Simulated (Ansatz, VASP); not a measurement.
**AgCl in VASP and in Ansatz**

File INCAR:

```
ALGO = Normal
EDIFF = 1E-6
ENCUT = 520
GGA = PE
ISIF = 2
ISMEAR = -1
LASPH = True
LCHARG = False
LREAL = False
LWAVE = False
NBANDS = 26
NELM = 60
PREC = Accurate
SIGMA = 0.05
```

KPOINTS

```
k-points
0
Gamma
  7 7 5
```

File POSCAR:

```
AgCl
1.0
    3.9268790000      0.0000000000      0.0000000000
    0.0000000000      4.0030470000      0.0000000000
   -0.5491550000      0.0000000000      5.5724250000
Ag Cl
2 2
Direct
    0.8202590000      0.7512570000      0.7814700000
    0.1947630000      0.2295230000      0.2233260000
    0.2868730000      0.2410010000      0.7341180000
    0.6885950000      0.7451370000      0.2481880000
```

input.yaml

```yaml
crystal:
  lattice:
    - [3.926879, 0.0, 0.0]
    - [0.0, 4.003047, 0.0]
    - [-0.549155, 0.0, 5.572425]
  atoms:
    - { symbol: Ag, position: [0.820259, 0.751257, 0.78147] }
    - { symbol: Ag, position: [0.194763, 0.229523, 0.223326] }
    - { symbol: Cl, position: [0.286873, 0.241001, 0.734118] }
    - { symbol: Cl, position: [0.688595, 0.745137, 0.248188] }
hamiltonian:
  xc: pbe
  pseudopotentials: { kind: paw }
kpoints:
  mp_grid: { grid: [7, 7, 5] }
scf:
  occupations: { method: fermi_dirac, width: 0.05 }
output:
  forces: true
  stress: true
  eigenvalues: true
  write_density: true
  write_potential: true
  elf: true
  volumetric_format: npy
```

Change from the starting cell: atoms moved at random, drawn with an rms of 0.05 Å.

Alike in both runs: task single point; functional PBE; k mesh 7 × 7 × 5; occupations fermi-dirac, width 0.05 eV; no spin polarisation.

|  | VASP | Ansatz |
| --- | --- | --- |
| version | VASP 6.6.1 | Ansatz 0.2.0 |
| potentials or method | VASP PAW PBE potentials, release 64 (Ag, Cl) | Ansatz PAW |
| plane-wave cutoff (eV) | 520 | 420 |
| valence electrons in the cell | 36 | 52 |

Ansatz gave:

```
gap on the k mesh at the Fermi level (eV)                     : 0.90
least direct gap on the mesh (eV)                             : 2.21
pressure (GPa)                                                : 0.0
traceless stress, the component that is largest in VASP (GPa) : 0.15
rms of the force components (eV/Å)                            : 0.074
```

Estimate VASP's values.

gap on the k mesh at the Fermi level (eV): 0.90; least direct gap on the mesh (eV): 2.21; pressure (GPa): -0.1; traceless stress, the component that is largest in VASP (GPa): 0.16; rms of the force components (eV/Å): 0.073.

Atom by atom the forces differ by 0.003 eV/Å (rms over components). With one functional, cell and mesh, what is left measures potentials, basis and numerics. VASP's potentials hold 36 valence electrons a cell and Ansatz's 52, so a difference there can come from the potentials and not from the codes.

Noted on Ansatz's run: odd divisions of the mesh miss points on the zone boundary, where band edges often lie, so the gap on the mesh can be too wide.
